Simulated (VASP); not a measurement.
# LiCl in VASP: single point with PBE

Aim: the single point of LiCl with PBE.

Everything below comes from runs of VASP 6.6.1. Logs are shortened: lines on timing, memory, paths and dates and some standing lists are left out, and cuts for length are marked.

### 1 The cell of the first run

The typed cell holds 8 atoms: a = 8.371 Å, b = 6.934 Å, c = 3.918 Å, α = 90.00°, β = 90.00°, γ = 90.00°.

The cell was generated, and may not be a known phase.

### 2 Single point, PBE

INCAR

```
  PREC = Accurate
  ENCUT = 520
  EDIFF = 1E-6
  ISMEAR = 0
  SIGMA = 0.1
  LREAL = F
  LASPH = T
  NELM = 80
  ALGO = Normal
  ISIF = 2
  LWAVE = F
  LCHARG = T
  GGA = PE
  LELF = T
  LVHAR = T
  NBANDS = 30
```

KPOINTS

```
Automatic mesh
0
Gamma
  4 4 6
```

POSCAR

```
LiCl
1.0
    8.3709347763      0.0000000000      0.0000000000
    0.0000000000      6.9343046159      0.0000000000
    0.0000000000      0.0000000000      3.9177574204
Li Cl
4 4
Direct
    0.2504973359      0.0765139149      0.2499841474
    0.2495026641      0.5765139149      0.7499841474
    0.7495026641      0.9234860851      0.2499841474
    0.7504973359      0.4234860851      0.7499841474
    0.7498265672      0.5939169582      0.2500158526
    0.2501734328      0.4060830418      0.2500158526
    0.2498265672      0.9060830418      0.7500158526
    0.7501734328      0.0939169582      0.7500158526
```

Potentials or basis: VASP PAW PBE potentials, release 64 (Li_sv, Cl).

On the command line:

```console
> cat potpaw_PBE.64/Li_sv/POTCAR potpaw_PBE.64/Cl/POTCAR > POTCAR
> mpirun -np 1 vasp_std > vasp.out
```

OUTCAR:

```text
PREC = Accurate
   ENCUT = 520
   EDIFF = 1E-6
   ISMEAR = 0
   LREAL = F
   LASPH = T
   NELM = 80
   ISIF = 2
   GGA = PE

 ion  position               nearest neighbor table
   1  0.250  0.077  0.250-   6 2.29   7 2.29   7 2.29
   2  0.250  0.577  0.750-   7 2.29   6 2.29   6 2.29
   3  0.750  0.923  0.250-   5 2.29   8 2.29   8 2.29
   4  0.750  0.423  0.750-   8 2.29   5 2.29   5 2.29
   5  0.750  0.594  0.250-   3 2.29   4 2.29   4 2.29
   6  0.250  0.406  0.250-   1 2.29   2 2.29   2 2.29
   7  0.250  0.906  0.750-   2 2.29   1 2.29   1 2.29
   8  0.750  0.094  0.750-   4 2.29   3 2.29   3 2.29

  LATTYP: Found a simple orthorhombic cell.
 ALAT       =     3.9177574204
 B/A-ratio  =     1.7699678341
 C/A-ratio  =     2.1366649024

  Lattice vectors:

 A1 = (   0.0000000000,   0.0000000000,  -3.9177574204)
 A2 = (   0.0000000000,   6.9343046159,   0.0000000000)
 A3 = (   8.3709347763,   0.0000000000,   0.0000000000)

Analysis of symmetry for initial positions (statically):
=====================================================================
 Subroutine PRICEL returns:
 Original cell was already a primitive cell.

 Routine SETGRP: Setting up the symmetry group for a
 simple orthorhombic supercell.

 Subroutine GETGRP returns: Found  4 space group operations
 (whereof  2 operations were pure point group operations)
 out of a pool of  8 trial point group operations.

The static configuration has the point symmetry C_2 .
 The point group associated with its full space group is C_2v.

Analysis of symmetry for dynamics (positions and initial velocities):
=====================================================================
 Subroutine PRICEL returns:
 Original cell was already a primitive cell.

 Routine SETGRP: Setting up the symmetry group for a
 simple orthorhombic supercell.

 Subroutine GETGRP returns: Found  4 space group operations
 (whereof  2 operations were pure point group operations)
 out of a pool of  8 trial point group operations.

The dynamic configuration has the point symmetry C_2 .
 The point group associated with its full space group is C_2v.

 Subroutine INISYM returns: Found  4 space group operations
 (whereof  2 operations are pure point group operations),
 and found     1 'primitive' translations

----------------------------------------------------------------------------------------

                                     Primitive cell

  volume of cell :     227.4125

  direct lattice vectors                    reciprocal lattice vectors
     8.370934776  0.000000000  0.000000000     0.119460971  0.000000000  0.000000000
     0.000000000  6.934304616  0.000000000     0.000000000  0.144210567  0.000000000
     0.000000000  0.000000000  3.917757420     0.000000000  0.000000000  0.255248065

  length of vectors
     8.370934776  6.934304616  3.917757420     0.119460971  0.144210567  0.255248065

  position of ions in fractional coordinates (direct lattice)
     0.250497336  0.076513915  0.249984147
     0.249502664  0.576513915  0.749984147
     0.749502664  0.923486085  0.249984147
     0.750497336  0.423486085  0.749984147
     0.749826567  0.593916958  0.250015853
     0.250173433  0.406083042  0.250015853
     0.249826567  0.906083042  0.750015853
     0.750173433  0.093916958  0.750015853

  ion indices of the primitive-cell ions
   primitive index   ion index
                 1           1
                 2           2
                 3           3
                 4           4
                 5           5
                 6           6
                 7           7
                 8           8

----------------------------------------------------------------------------------------

 KPOINTS: Automatic mesh

Automatic generation of k-mesh.
 Grid dimensions read from file:
 generate k-points for:    4    4    6

 Generating k-lattice:

  Cartesian coordinates                     Fractional coordinates (reciprocal lattice)
     0.029865243  0.000000000  0.000000000     0.250000000  0.000000000  0.000000000
     0.000000000  0.036052642  0.000000000     0.000000000  0.250000000  0.000000000
     0.000000000  0.000000000  0.042541344     0.000000000  0.000000000  0.166666667

  Length of vectors
     0.029865243  0.036052642  0.042541344

  Shift w.r.t. Gamma in fractional coordinates (k-lattice)
     0.000000000  0.000000000  0.000000000

 Subroutine IBZKPT returns following result:
 ===========================================

 Found     36 irreducible k-points:

 Following reciprocal coordinates:
            Coordinates               Weight
  0.000000  0.000000  0.000000      1.000000
  0.250000  0.000000  0.000000      2.000000
  0.500000  0.000000  0.000000      1.000000
  0.000000  0.250000  0.000000      2.000000
  0.250000  0.250000  0.000000      4.000000
  0.500000  0.250000  0.000000      2.000000
[... 16 lines left out ...]
  0.250000  0.250000  0.333333      8.000000
  0.500000  0.250000  0.333333      4.000000
 [... further k-points ...]
   k-points           NKPTS =     36   k-points in BZ     NKDIM =     36   number of bands    NBANDS=     30
   number of dos      NEDOS =    301   number of ions     NIONS =      8
   total plane-waves  NPLWV = 103680
   dimension x,y,z NGX =    64 NGY =   54 NGZ =   30
   dimension x,y,z NGXF=   128 NGYF=  108 NGZF=   60
   ions per type =               4   4
   NGX,Y,Z   is equivalent  to a cutoff of  12.71, 12.95, 12.73 a.u.
   NGXF,Y,Z  is equivalent  to a cutoff of  25.42, 25.89, 25.46 a.u.
 SYSTEM =  unknown system
   PREC   = accura    normal or accurate (medium, high low for compatibility)
   ISTART =      0    job   : 0-new  1-cont  2-samecut
   ICHARG =      2    charge: 1-file 2-atom 10-const
   ISPIN  =      1    spin polarized calculation?
   LNONCOLLINEAR =      F non collinear calculations
   LSORBIT =      F    spin-orbit coupling
   LASPH  =      T    aspherical Exc in radial PAW
   ENCUT  =  520.0 eV  38.22 Ry    6.18 a.u.  15.56 12.89  7.28*2*pi/ulx,y,z
   NELM   =     80;   NELMIN=  2; NELMDL= -5     # of ELM steps
   EDIFF  = 0.1E-05   stopping-criterion for ELM
   LREAL  =      F    real-space projection
   EDIFFG = 0.1E-04   stopping-criterion for IOM
   NSW    =      0    number of steps for IOM
   IBRION =     -1    ionic relax: 0-MD 1-quasi-New 2-CG
   NFREE  =      0    steps in history (QN), initial steepest desc. (CG)
   ISIF   =      2    stress and relaxation
   ISYM   =      2    0-nonsym 1-usesym 2-fastsym
   POTIM  = 0.5000    time-step for ionic-motion
   TEBEG  =    0.0;   TEEND  =   0.0 temperature during run
   PSTRESS=    0.0 pullay stress
   NELECT =      40.0000    total number of electrons
   NUPDOWN=      -1.0000    fix difference up-down
   EMIN   =  10.00;   EMAX   =-10.00  energy-range for DOS
   EFERMI =   0.00;   METHOD = LEGACY
   ISMEAR =     0;   SIGMA  =   0.10  broadening in eV -4-tet -1-fermi 0-gaus
   EFERMI_NEDOS =   21; number of points for ismear=-14 and -15
   IALGO  =     38    algorithm
   IMIX   =      4    mixing-type and parameters
     AMIX     =   0.40;   BMIX     =  1.00
     AMIX_MAG =   1.60;   BMIX_MAG =  1.00
  volume/ion in A,a.u.               =      28.43       191.83
  Fermi-wavevector in a.u.,A,eV,Ry     =   0.917255  1.733360 11.447350  0.841356
  Thomas-Fermi vector in A             =   2.042203
   LORBIT       =      0    0 simple, 1 ext, 2 COOP (PROOUT), +10 PAW based schemes
   GGA     = PE    functional components
   LHFCALC =     F    Hartree Fock is set to
   AEXX    =    0.0000 exact exchange contribution
   IVDW    =     0    specifies the selected vdW correction
   LEPSILON=     F    determine dielectric tensor
   LRPA    =     F    only Hartree local field effects (RPA)
 non-spin polarized calculation
 Gauss-broadening in eV      SIGMA  =   0.10
  energy-cutoff  :      520.00
  volume of cell :      227.41
 maximum number of plane-waves:      6156
 NGX is ok and might be reduce to    64
   NGX = 31   NGY = 25   NGZ = 15

 number of electron      39.9999968 magnetization

 Free energy of the ion-electron system (eV)
  ---------------------------------------------------
  ext. energy  EPLUGINS =         0.00000000
  ---------------------------------------------------
  free energy    TOTEN  =       -28.91948305 eV

  energy without entropy =      -28.91948305  energy(sigma->0) =      -28.91948305

 E-fermi :  -2.3333     XC(G=0):  -6.3079

 val. band max:       -2.7761917562   @ k =   0.0000   0.0000   0.5000
 cond. band min:       2.5590941052   @ k =   0.0000   0.0000   0.0000
 fundamental gap:      5.3352858614
 Fermi energy:        -2.3332605650

 k-point     1 :       0.0000    0.0000    0.0000
  band No.  band energies     occupation
      1     -45.8893      2.00000
      2     -45.8893      2.00000
      3     -45.8884      2.00000
      4     -45.8883      2.00000
      5     -15.2016      2.00000
      6     -15.1541      2.00000
[... 22 lines left out ...]
     29       7.1871      0.00000
     30       7.2384      0.00000

 k-point     2 :       0.2500    0.0000    0.0000
  band No.  band energies     occupation
      1     -45.8893      2.00000
      2     -45.8893      2.00000
      3     -45.8883      2.00000
      4     -45.8883      2.00000
      5     -15.1947      2.00000
      6     -15.1612      2.00000
[... 22 lines left out ...]
     29       7.1917      0.00000
     30       7.2322      0.00000

 k-point     3 :       0.5000    0.0000    0.0000
  band No.  band energies     occupation
      1     -45.8893      2.00000
      2     -45.8893      2.00000
      3     -45.8883      2.00000
      4     -45.8883      2.00000
      5     -15.1780      2.00000
      6     -15.1780      2.00000
[... 22 lines left out ...]
     29       7.1259      0.00000
     30       7.1570      0.00000

 k-point     4 :       0.0000    0.2500    0.0000
  band No.  band energies     occupation
      1     -45.8892      2.00000
      2     -45.8891      2.00000
      3     -45.8885      2.00000
      4     -45.8884      2.00000
      5     -15.1849      2.00000
      6     -15.1401      2.00000
[... 22 lines left out ...]
     29       7.0020      0.00000
     30       7.3341      0.00000

 k-point     5 :       0.2500    0.2500    0.0000
  band No.  band energies     occupation
      1     -45.8892      2.00000
      2     -45.8891      2.00000
      3     -45.8885      2.00000
      4     -45.8885      2.00000
      5     -15.1784      2.00000
      6     -15.1467      2.00000
[... 22 lines left out ...]
     29       6.9953      0.00000
     30       7.3540      0.00000
[... 526 lines left out ...]
     29       7.4178      0.00000
     30       7.4178      0.00000

 k-point    22 :       0.0000    0.2500    0.3333
  band No.  band energies     occupation
      1     -45.8886      2.00000
      2     -45.8886      2.00000
      3     -45.8883      2.00000
      4     -45.8882      2.00000
      5     -15.1091      2.00000
      6     -15.0719      2.00000
[... 22 lines left out ...]
     29       6.9048      0.00000
     30       7.4942      0.00000

 k-point    23 :       0.2500    0.2500    0.3333
  band No.  band energies     occupation
      1     -45.8886      2.00000
      2     -45.8886      2.00000
      3     -45.8882      2.00000
      4     -45.8882      2.00000
      5     -15.1037      2.00000
      6     -15.0774      2.00000
[... 22 lines left out ...]
     29       7.1417      0.00000
     30       7.7593      0.00000

 k-point    24 :       0.5000    0.2500    0.3333
  band No.  band energies     occupation
      1     -45.8886      2.00000
      2     -45.8886      2.00000
      3     -45.8882      2.00000
      4     -45.8882      2.00000
      5     -15.0906      2.00000
      6     -15.0906      2.00000
[... 22 lines left out ...]
     29       7.5188      0.00000
     30       7.5189      0.00000

 [... further k-points ...]

------------------------ aborting loop because EDIFF is reached ----------------------------------------

  FORCE on cell =-STRESS in cart. coord.  units (eV):
  Direction    XX          YY          ZZ          XY          YZ          ZX
  --------------------------------------------------------------------------------------
  -------------------------------------------------------------------------------------
  Total        0.1199888     -0.0068790     -0.0778480      0.0000000      0.0000000      0.0000000
  in kB        0.8453506     -0.0484642     -0.5484586      0.0000000      0.0000000      0.0000000
  external PRESSURE =       0.0828093 kB  Pullay stress =       0.0000000 kB

 VOLUME and BASIS-vectors are now :
 -----------------------------------------------------------------------------
  energy-cutoff  :      520.00
  volume of cell :      227.41
      direct lattice vectors                 reciprocal lattice vectors
     8.370934776  0.000000000  0.000000000     0.119460971  0.000000000  0.000000000
     0.000000000  6.934304616  0.000000000     0.000000000  0.144210567  0.000000000
     0.000000000  0.000000000  3.917757420     0.000000000  0.000000000  0.255248065

 POSITION                                       TOTAL-FORCE (eV/Angst)
 -----------------------------------------------------------------------------------
      2.09690      0.53057      0.97938        -0.003208      0.001178      0.000420
      2.08857      3.99772      2.93826         0.003208      0.001178      0.000420
      6.27404      6.40373      0.97938         0.003208     -0.001178      0.000420
      6.28236      2.93658      2.93826        -0.003208     -0.001178      0.000420
      6.27675      4.11840      0.97950         0.001599     -0.000745     -0.000420
      2.09419      2.81590      0.97950        -0.001599      0.000745     -0.000420
      2.09128      6.28306      2.93838         0.001599      0.000745     -0.000420
      6.27965      0.65125      2.93838        -0.001599     -0.000745     -0.000420
 -----------------------------------------------------------------------------------
    total drift:                                0.000000     -0.000000      0.000104

  FREE ENERGIE OF THE ION-ELECTRON SYSTEM (eV)
  ---------------------------------------------------
  free  energy   TOTEN  =       -28.9194830547 eV

  energy  without entropy=      -28.9194830547  energy(sigma->0) =      -28.91948305
```

Run time: 1.8 min. Hardware: 1 thread of Intel Xeon 6975P-C (Granite Rapids), shared host; peak memory 0.39 GiB.

Results:

| Item | Value |
| --- | --- |
| Free energy | -28.9195 eV |
| Largest force | 0.003 eV/Å |
| Band gap on the k mesh | 5.34 eV |

Forces in eV/Å, atoms in the order of the input:
```
Li  -0.003  0.001  0.000
Li   0.003  0.001  0.000
Li   0.003 -0.001  0.000
Li  -0.003 -0.001  0.000
Cl   0.002 -0.001  0.000
Cl  -0.002  0.001  0.000
Cl   0.002  0.001  0.000
Cl  -0.002 -0.001  0.000
```

Caveat: the cutoff is under 1.25 times the usual one of these potentials, so pressure, stress and relaxed cells hold a basis-set (Pulay) error. A k mesh can miss the band edges.
